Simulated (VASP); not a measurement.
## Mo: single point with revPBE

Crystal: Mo.

```xyz
2
Lattice="0.0000 2.7396 2.7396 2.7396 0.0000 2.7396 2.7396 2.7396 0.0000" Properties=species:S:1:pos:R:3 pbc="T T T"
Mo    0.6849    0.6849    0.6849
Mo    4.7943    4.7943    4.7943
```

This cell differs from its parent crystal: volume scaled by 0.88.

```
Program             : VASP 6.6.1
Task                : single point
Functional          : revPBE
Potentials or basis : VASP PAW PBE potentials, release 64 (Mo_sv)
Cutoff              : 520 eV
k mesh              : 11 × 11 × 11
Occupations         : fermi-dirac, width 0.1 eV
Spin                : no spin polarisation
```

| Quantity | Value |
| --- | --- |
| Pressure | 17.6 GPa |
| Band gap on the k mesh | zero (band 14 reaches 8.56 eV, above the bottom of band 15 at 8.06 eV) |

Levels at points of the mesh, in eV from the Fermi level:
| k point | band 10 | band 11 | band 12 | band 13 | band 14 | band 15 | band 16 | band 17 | band 18 | band 19 |
| --- | --- | --- | --- | --- | --- | --- | --- | --- | --- | --- |
| (0.00, 0.00, 0.00) | -2.68 | -2.68 | -1.52 | -1.52 | -1.52 | 1.45 | 1.45 | 1.45 | 4.93 | 4.93 |

Wall time 29 s on 1 thread of Intel(R) Xeon(R) 6975P-C (Granite Rapids), on a shared host, peak memory 0.18 GiB.

Caveat: the PAW data sets were made with another functional, which shifts forces and pressure a little.
